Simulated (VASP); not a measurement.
# ScSi10 (P-31m) in VASP: notebook

ScSi10 is run at these levels: PBE; tasks: single point, relaxation of cell and atoms.

All numbers are computed with VASP 6.6.1; they aren't measurements. Logs are shortened: lines on timing, memory, paths and dates and some standing lists are left out, and cuts for length are marked.

## Step 1: The cell of the first run

Symmetry: P-31m, No. 162, trigonal system. The conventional cell has a = 6.230 Å, b = 6.230 Å, c = 4.622 Å, α = 90.00°, β = 90.00°, γ = 120.00°. Sc (site symmetry -3m) has 6 Si at 2.64 Å within 3.5 Å. Si (site symmetry 3) has 8 Si at 2.19 to 2.78 Å within 2.9 Å. Within 2.9 Å of Si (site symmetry m) lie 7 Si at 2.19 to 2.78 Å and 1 Sc at 2.64 Å.

## Step 2: Single point, PBE

The input, INCAR:

```
PREC = Accurate
ENCUT = 520
EDIFF = 1E-6
ISMEAR = 0
SIGMA = 0.1
LREAL = F
LASPH = T
NELM = 100
ALGO = Normal
ISIF = 2
LWAVE = F
LCHARG = F
GGA = PE
NBANDS = 36
```

The input, KPOINTS:

```
Automatic mesh
0
Gamma
  3 3 4
```

The input, POSCAR:

```
ScSi10
1.0
    6.2298013000      0.0000000000      0.0000000000
   -3.1149006500      5.3951661900      0.0000000000
    0.0000000000      0.0000000000      4.6220277000
Sc Si
1 10
Direct
    0.0000000000      0.0000000000      0.0000000000
    0.3333333300      0.6666666700      0.2380192400
    0.3333333300      0.6666666700      0.7619807600
    0.6666666700      0.3333333300      0.7619807600
    0.6666666700      0.3333333300      0.2380192400
    0.3249054200      0.0000000000      0.6316917000
    0.0000000000      0.3249054200      0.6316917000
    0.6750945800      0.6750945800      0.6316917000
    0.0000000000      0.6750945800      0.3683083000
    0.6750945800      0.0000000000      0.3683083000
    0.3249054200      0.3249054200      0.3683083000
```

Potentials or basis: VASP PAW PBE potentials, release 64 (Sc_sv, Si).

On the command line:

```
> cat potpaw_PBE.64/Sc_sv/POTCAR potpaw_PBE.64/Si/POTCAR > POTCAR
> mpirun -np 1 vasp_std > vasp.out
```

OUTCAR:

```text
PREC = Accurate
   ENCUT = 520
   EDIFF = 1E-6
   ISMEAR = 0
   LREAL = F
   LASPH = T
   NELM = 100
   ISIF = 2
   GGA = PE

 ion  position               nearest neighbor table
   1  0.000  0.000  0.000-   6 2.64  10 2.64   8 2.64   9 2.64   7 2.64  11 2.64
   2  0.333  0.667  0.238-   9 2.19  10 2.19  11 2.19   3 2.20   3 2.42   6 2.78   7 2.78   8 2.78

   3  0.333  0.667  0.762-   6 2.19   7 2.19   8 2.19   2 2.20   2 2.42   9 2.78  10 2.78  11 2.78

   4  0.667  0.333  0.762-   7 2.19   6 2.19   8 2.19   5 2.20   5 2.42  10 2.78   9 2.78  11 2.78

   5  0.667  0.333  0.238-  10 2.19   9 2.19  11 2.19   4 2.20   4 2.42   7 2.78   6 2.78   8 2.78

   6  0.325  0.000  0.632-   3 2.19   4 2.19   9 2.36  11 2.36  10 2.50   1 2.64   2 2.78   5 2.78

   7  0.000  0.325  0.632-   4 2.19   3 2.19  11 2.36  10 2.36   9 2.50   1 2.64   5 2.78   2 2.78

   8  0.675  0.675  0.632-   3 2.19   4 2.19   9 2.36  10 2.36  11 2.50   1 2.64   2 2.78   5 2.78

   9  0.000  0.675  0.368-   2 2.19   5 2.19   8 2.36   6 2.36   7 2.50   1 2.64   3 2.78   4 2.78

  10  0.675  0.000  0.368-   5 2.19   2 2.19   7 2.36   8 2.36   6 2.50   1 2.64   4 2.78   3 2.78

  11  0.325  0.325  0.368-   5 2.19   2 2.19   7 2.36   6 2.36   8 2.50   1 2.64   4 2.78   3 2.78

  LATTYP: Found a hexagonal cell.
 ALAT       =     6.2298013000
 C/A-ratio  =     0.7419221701

  Lattice vectors:

 A1 = (   6.2298013000,   0.0000000000,   0.0000000000)
 A2 = (  -3.1149006500,   5.3951661900,   0.0000000000)
 A3 = (   0.0000000000,   0.0000000000,   4.6220277000)

Analysis of symmetry for initial positions (statically):
=====================================================================
 Subroutine PRICEL returns:
 Original cell was already a primitive cell.

 Routine SETGRP: Setting up the symmetry group for a
 hexagonal supercell.

 Subroutine GETGRP returns: Found 12 space group operations
 (whereof 12 operations were pure point group operations)
 out of a pool of 24 trial point group operations.

The static configuration has the point symmetry D_3d.

Analysis of symmetry for dynamics (positions and initial velocities):
=====================================================================
 Subroutine PRICEL returns:
 Original cell was already a primitive cell.

 Routine SETGRP: Setting up the symmetry group for a
 hexagonal supercell.

 Subroutine GETGRP returns: Found 12 space group operations
 (whereof 12 operations were pure point group operations)
 out of a pool of 24 trial point group operations.

The dynamic configuration has the point symmetry D_3d.

 Subroutine INISYM returns: Found 12 space group operations
 (whereof 12 operations are pure point group operations),
 and found     1 'primitive' translations

----------------------------------------------------------------------------------------

                                     Primitive cell

  volume of cell :     155.3501

  direct lattice vectors                    reciprocal lattice vectors
     6.229801300  0.000000000  0.000000000     0.160518763  0.092675551  0.000000000
    -3.114900650  5.395166190  0.000000000     0.000000000  0.185351102  0.000000000
     0.000000000  0.000000000  4.622027700     0.000000000  0.000000000  0.216355259

  length of vectors
     6.229801300  6.229801303  4.622027700     0.185351102  0.185351102  0.216355259

  position of ions in fractional coordinates (direct lattice)
     0.000000000  0.000000000  0.000000000
     0.333333330  0.666666670  0.238019240
     0.333333330  0.666666670  0.761980760
     0.666666670  0.333333330  0.761980760
     0.666666670  0.333333330  0.238019240
     0.324905420  0.000000000  0.631691700
     0.000000000  0.324905420  0.631691700
     0.675094580  0.675094580  0.631691700
     0.000000000  0.675094580  0.368308300
     0.675094580  0.000000000  0.368308300
     0.324905420  0.324905420  0.368308300

  ion indices of the primitive-cell ions
   primitive index   ion index
                 1           1
                 2           2
                 3           3
                 4           4
                 5           5
                 6           6
                 7           7
                 8           8
                 9           9
                10          10
                11          11

----------------------------------------------------------------------------------------

 KPOINTS: Automatic mesh

Automatic generation of k-mesh.
 Grid dimensions read from file:
 generate k-points for:    3    3    4

 Generating k-lattice:

  Cartesian coordinates                     Fractional coordinates (reciprocal lattice)
     0.053506254  0.030891850  0.000000000     0.333333333  0.000000000  0.000000000
     0.000000000  0.061783701  0.000000000     0.000000000  0.333333333  0.000000000
     0.000000000  0.000000000  0.054088815     0.000000000  0.000000000  0.250000000

  Length of vectors
     0.061783701  0.061783701  0.054088815

  Shift w.r.t. Gamma in fractional coordinates (k-lattice)
     0.000000000  0.000000000  0.000000000

 Subroutine IBZKPT returns following result:
 ===========================================

 Found     10 irreducible k-points:

 Following reciprocal coordinates:
            Coordinates               Weight
  0.000000  0.000000  0.000000      1.000000
  0.333333 -0.000000  0.000000      6.000000
  0.333333  0.333333  0.000000      2.000000
  0.000000  0.000000  0.250000      2.000000
  0.333333 -0.000000  0.250000     12.000000
  0.333333  0.333333  0.250000      2.000000
 -0.333333 -0.333333  0.250000      2.000000
  0.000000  0.000000  0.500000      1.000000
  0.333333 -0.000000  0.500000      6.000000
  0.333333  0.333333  0.500000      2.000000
   k-points           NKPTS =     10   k-points in BZ     NKDIM =     10   number of bands    NBANDS=     36
   number of dos      NEDOS =    301   number of ions     NIONS =     11
   total plane-waves  NPLWV =  82944
   dimension x,y,z NGX =    48 NGY =   48 NGZ =   36
   dimension x,y,z NGXF=    96 NGYF=   96 NGZF=   72
   ions per type =               1  10
   NGX,Y,Z   is equivalent  to a cutoff of  12.81, 12.81, 12.95 a.u.
   NGXF,Y,Z  is equivalent  to a cutoff of  25.62, 25.62, 25.90 a.u.
 SYSTEM =  unknown system
   PREC   = accura    normal or accurate (medium, high low for compatibility)
   ISTART =      0    job   : 0-new  1-cont  2-samecut
   ICHARG =      2    charge: 1-file 2-atom 10-const
   ISPIN  =      1    spin polarized calculation?
   LNONCOLLINEAR =      F non collinear calculations
   LSORBIT =      F    spin-orbit coupling
   LASPH  =      T    aspherical Exc in radial PAW
   ENCUT  =  520.0 eV  38.22 Ry    6.18 a.u.  11.58 11.58  8.59*2*pi/ulx,y,z
   NELM   =    100;   NELMIN=  2; NELMDL= -5     # of ELM steps
   EDIFF  = 0.1E-05   stopping-criterion for ELM
   LREAL  =      F    real-space projection
   EDIFFG = 0.1E-04   stopping-criterion for IOM
   NSW    =      0    number of steps for IOM
   IBRION =     -1    ionic relax: 0-MD 1-quasi-New 2-CG
   NFREE  =      0    steps in history (QN), initial steepest desc. (CG)
   ISIF   =      2    stress and relaxation
   ISYM   =      2    0-nonsym 1-usesym 2-fastsym
   POTIM  = 0.5000    time-step for ionic-motion
   TEBEG  =    0.0;   TEEND  =   0.0 temperature during run
   PSTRESS=    0.0 pullay stress
   NELECT =      51.0000    total number of electrons
   NUPDOWN=      -1.0000    fix difference up-down
   EMIN   =  10.00;   EMAX   =-10.00  energy-range for DOS
   EFERMI =   0.00;   METHOD = LEGACY
   ISMEAR =     0;   SIGMA  =   0.10  broadening in eV -4-tet -1-fermi 0-gaus
   EFERMI_NEDOS =   21; number of points for ismear=-14 and -15
   IALGO  =     38    algorithm
   IMIX   =      4    mixing-type and parameters
     AMIX     =   0.40;   BMIX     =  1.00
     AMIX_MAG =   1.60;   BMIX_MAG =  1.00
  volume/ion in A,a.u.               =      14.12        95.30
  Fermi-wavevector in a.u.,A,eV,Ry     =   1.129348  2.134158 17.353230  1.275426
  Thomas-Fermi vector in A             =   2.266041
   LORBIT       =      0    0 simple, 1 ext, 2 COOP (PROOUT), +10 PAW based schemes
   GGA     = PE    functional components
   LHFCALC =     F    Hartree Fock is set to
   AEXX    =    0.0000 exact exchange contribution
   IVDW    =     0    specifies the selected vdW correction
   LEPSILON=     F    determine dielectric tensor
   LRPA    =     F    only Hartree local field effects (RPA)
 non-spin polarized calculation
 Gauss-broadening in eV      SIGMA  =   0.10
  energy-cutoff  :      520.00
  volume of cell :      155.35
 maximum number of plane-waves:      4196
 NGX is ok and might be reduce to    48
   NGX = 23   NGY = 23   NGZ = 17

 number of electron      51.0000002 magnetization

 Free energy of the ion-electron system (eV)
  ---------------------------------------------------
  ext. energy  EPLUGINS =         0.00000000
  ---------------------------------------------------
  free energy    TOTEN  =       -49.84910840 eV

  energy without entropy =      -49.79701825  energy(sigma->0) =      -49.82306332

 E-fermi :   9.9276     XC(G=0): -11.1235

 val. band max:        9.8804041678   @ k =  -0.3333  -0.3333   0.2500
 cond. band min:       9.9355265907   @ k =   0.0000   0.0000   0.0000
 fundamental gap:      0.0551224229
 Fermi energy:         9.9275804051

 k-point     1 :       0.0000    0.0000    0.0000
  band No.  band energies     occupation
      1     -39.4338      2.00000
      2     -18.1618      2.00000
      3     -18.1618      2.00000
      4     -18.1179      2.00000
      5      -5.3891      2.00000
      6      -2.1178      2.00000
[... 28 lines left out ...]
     35      12.5258      0.00000
     36      12.8672      0.00000
[... 320 lines left out ...]
      6      -3.6230      2.00000
[... 28 lines left out ...]
     35      12.6846      0.00000
     36      14.1394      0.00000

------------------------ aborting loop because EDIFF is reached ----------------------------------------

  FORCE on cell =-STRESS in cart. coord.  units (eV):
  Direction    XX          YY          ZZ          XY          YZ          ZX
  --------------------------------------------------------------------------------------
  -------------------------------------------------------------------------------------
  Total       45.6653495     45.6653496     30.5671732      0.0000000      0.0000000      0.0000000
  in kB      470.9619300    470.9619306    315.2494184      0.0000000      0.0000000      0.0000000
  external PRESSURE =     419.0577597 kB  Pullay stress =       0.0000000 kB

 VOLUME and BASIS-vectors are now :
 -----------------------------------------------------------------------------
  energy-cutoff  :      520.00
  volume of cell :      155.35
      direct lattice vectors                 reciprocal lattice vectors
     6.229801300  0.000000000  0.000000000     0.160518763  0.092675551  0.000000000
    -3.114900650  5.395166190  0.000000000     0.000000000  0.185351102  0.000000000
     0.000000000  0.000000000  4.622027700     0.000000000  0.000000000  0.216355259

 POSITION                                       TOTAL-FORCE (eV/Angst)
 -----------------------------------------------------------------------------------
      0.00000      0.00000      0.00000         0.000000      0.000000     -0.000000
     -0.00000      3.59678      1.10013         0.000000      0.000000     -1.209047
     -0.00000      3.59678      3.52190         0.000000      0.000000      1.209047
      3.11490      1.79839      3.52190         0.000000     -0.000000      1.209047
      3.11490      1.79839      1.10013         0.000000     -0.000000     -1.209047
      2.02410      0.00000      2.91970        -1.725115     -0.000000     -0.405750
     -1.01205      1.75292      2.91970         0.862557     -1.493993     -0.405750
      2.10285      3.64225      2.91970         0.862557      1.493993     -0.405750
     -2.10285      3.64225      1.70233        -0.862557      1.493993      0.405750
      4.20571      0.00000      1.70233         1.725115      0.000000      0.405750
      1.01205      1.75292      1.70233        -0.862557     -1.493993      0.405750
 -----------------------------------------------------------------------------------
    total drift:                                0.000000     -0.000000      0.000000

  FREE ENERGIE OF THE ION-ELECTRON SYSTEM (eV)
  ---------------------------------------------------
  free  energy   TOTEN  =       -49.8491083993 eV

  energy  without entropy=      -49.7970182451  energy(sigma->0) =      -49.82306332
```

Wall time 2.6 min (1 thread of Oxide Virtual Turin-like, shared host); peak memory 0.24 GiB.

What came out:

| Property | Result |
| --- | --- |
| Free energy | -49.8491 eV |
| Pressure | 41.9 GPa |
| Largest force | 1.772 eV/Å |

Forces in eV/Å, atoms in the order of the input:
```
Sc   0.000  0.000  0.000
Si   0.000  0.000 -1.209
Si   0.000  0.000  1.209
Si   0.000  0.000  1.209
Si   0.000  0.000 -1.209
Si  -1.725  0.000 -0.406
Si   0.863 -1.494 -0.406
Si   0.863  1.494 -0.406
Si  -0.863  1.494  0.406
Si   1.725  0.000  0.406
Si  -0.863 -1.494  0.406
```

Caveat: the k points lie up to 0.39 Å⁻¹ apart; forces of over 1 eV/Å act on the atoms, so gaps and moduli don't describe the material at rest.

## Step 3: Single point, PBE

This run uses another cell than the first one, of 18.72 Å³/atom, 1.325 times its volume.

The input, INCAR:

```
SYSTEM = ScSi10
PREC     = Accurate       ! precision mode
ENCUT    = 520            ! plane-wave cutoff, eV
EDIFF    = 1E-7           ! SCF threshold, eV
ISMEAR   = 0              ! smearing method
SIGMA    = 0.1            ! smearing width, eV
LREAL    = .FALSE.        ! projectors in reciprocal space
LASPH    = .TRUE.         ! aspherical terms in the spheres
NELM     = 100            ! most SCF steps
ALGO     = Normal         ! electronic algorithm
ISIF     = 2              ! what is computed and relaxed
LWAVE    = .FALSE.        ! write WAVECAR
LCHARG   = .FALSE.        ! write CHGCAR
GGA      = PE             ! functional
NBANDS   = 36             ! bands
```

The input, KPOINTS:

```
regular mesh
0
G
  3 3 4
  0 0 0
```

The input, POSCAR:

```
ScSi10
1.0
    6.8924189882      0.0000000000      0.0000000000
   -3.4462094941      5.9690099373      0.0000000000
    0.0000000000      0.0000000000      5.0045282850
Sc Si
1 10
Direct
    0.0000000000      0.0000000000      0.0000000000
    0.3333333333      0.6666666667      0.2380281251
    0.3333333333      0.6666666667      0.7619718749
    0.6666666667      0.3333333333      0.7619718749
    0.6666666667      0.3333333333      0.2380281251
    0.3151168162      0.0000000000      0.6319960237
    0.0000000000      0.3151168162      0.6319960237
    0.6848831838      0.6848831838      0.6319960237
    0.0000000000      0.6848831838      0.3680039763
    0.6848831838      0.0000000000      0.3680039763
    0.3151168162      0.3151168162      0.3680039763
```

Potentials or basis: VASP PAW PBE potentials, release 64 (Sc_sv, Si).

On the command line:

```
> cat potpaw_PBE.64/Sc_sv/POTCAR potpaw_PBE.64/Si/POTCAR > POTCAR
> mpirun -np 1 vasp_std > vasp.out
```

Wall time 3.7 min (1 thread of Oxide Virtual Turin-like, shared host); peak memory 0.31 GiB.

Results (log left out):

```
Free energy   : -55.3884 eV
Pressure      : 0.0 GPa
Largest force : 0.015 eV/Å
```

Forces in eV/Å, atoms in the order of the input:
```
Sc   0.000  0.000  0.000
Si   0.000  0.000  0.011
Si   0.000  0.000 -0.011
Si   0.000  0.000 -0.011
Si   0.000  0.000  0.011
Si   0.014  0.000  0.005
Si  -0.007  0.012  0.005
Si  -0.007 -0.012  0.005
Si   0.007 -0.012 -0.005
Si  -0.014  0.000 -0.005
Si   0.007  0.012 -0.005
```

Stress tensor (GPa, compression positive):
```
-0.07  0.00  0.00
 0.00 -0.07  0.00
 0.00  0.00  0.04
```

Levels at points of the mesh, in eV from the Fermi level:
| k point | band 21 | band 22 | band 23 | band 24 | band 25 | band 26 | band 27 | band 28 | band 29 | band 30 |
| --- | --- | --- | --- | --- | --- | --- | --- | --- | --- | --- |
| (0.00, 0.00, 0.00) | -1.48 | -1.36 | -1.36 | -0.95 | -0.60 | -0.35 | -0.35 | 0.72 | 0.72 | 0.89 |
| (0.00, 0.00, 0.50) | -0.91 | -0.91 | -0.26 | -0.21 | 0.84 | 0.84 | 0.94 | 0.95 | 1.22 | 1.60 |

(Continued in part 2 of 3.)
